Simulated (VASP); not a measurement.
A run of VASP 6.6.1 is set up as follows.

File INCAR:

```
PREC = Accurate ; ENCUT = 520
EDIFF = 1E-7 ; ISMEAR = 0
SIGMA = 0.05 ; LREAL = Auto
LASPH = True ; NELM = 80
ALGO = Fast ; ISIF = 2
LWAVE = False ; LCHARG = False
LDIPOL = True ; IDIPOL = 3
DIPOL = 0.5 0.5 0.342 ; GGA = CA
NBANDS = 164
```

File KPOINTS:

```
regular mesh
0
Gamma
  3 3 1
```

POSCAR

```
Ge5H2
1.0
    7.9504584305      0.0000000000      0.0000000000
    0.0000000000      7.9504584305      0.0000000000
    0.0000000000      0.0000000000     19.3782629924
Ge H
20 8
Direct
    0.5000000000      0.5000000000      0.2531929680
    0.5000000000      0.0000000000      0.2531929680
    0.0000000000      0.5000000000      0.2531929680
    0.0000000000      0.0000000000      0.2531929680
    0.7500000000      0.5000000000      0.3257204060
    0.7500000000      0.0000000000      0.3257204060
    0.2500000000      0.5000000000      0.3257204060
    0.2500000000      0.0000000000      0.3257204060
    0.7483562358      0.7490194050      0.3999775671
    0.7483562358      0.2509805950      0.3999775671
    0.2506312790      0.7508453683      0.3966307087
    0.2506312790      0.2491546317      0.3966307087
    0.0007872949      0.7266663829      0.4725232831
    0.0007872949      0.2733336171      0.4725232831
    0.4976208542      0.7246573071      0.4732682544
    0.4976208542      0.2753426929      0.4732682544
    0.0988532927      0.0000000000      0.5062609423
    0.0900151886      0.5000000000      0.5518790661
    0.4034918424      0.0000000000      0.5080928848
    0.4276491585      0.5000000000      0.5578743165
    0.5090621173      0.6542935074      0.2055986752
    0.5090621173      0.3457064926      0.2055986752
    0.5090621173      0.1542935074      0.2055986752
    0.5090621173     -0.1542935074      0.2055986752
   -0.0090621173      0.3457064926      0.2055986752
   -0.0090621173      0.6542935074      0.2055986752
   -0.0090621173     -0.1542935074      0.2055986752
   -0.0090621173      0.1542935074      0.2055986752
```

Potentials or basis: VASP PAW LDA potentials, release 64 (Ge_d, H).

Command:

```sh
$ cat potpaw_LDA.64/Ge_d/POTCAR potpaw_LDA.64/H/POTCAR > POTCAR
$ mpirun -np 1 vasp_std > vasp.out
```

(1) Estimate the band gap on the k mesh.

(2) Estimate the largest force.

Results:

(1) zero (bands 144 and 145 overlap by 0.03 eV).

(2) 0.741 eV/Å.
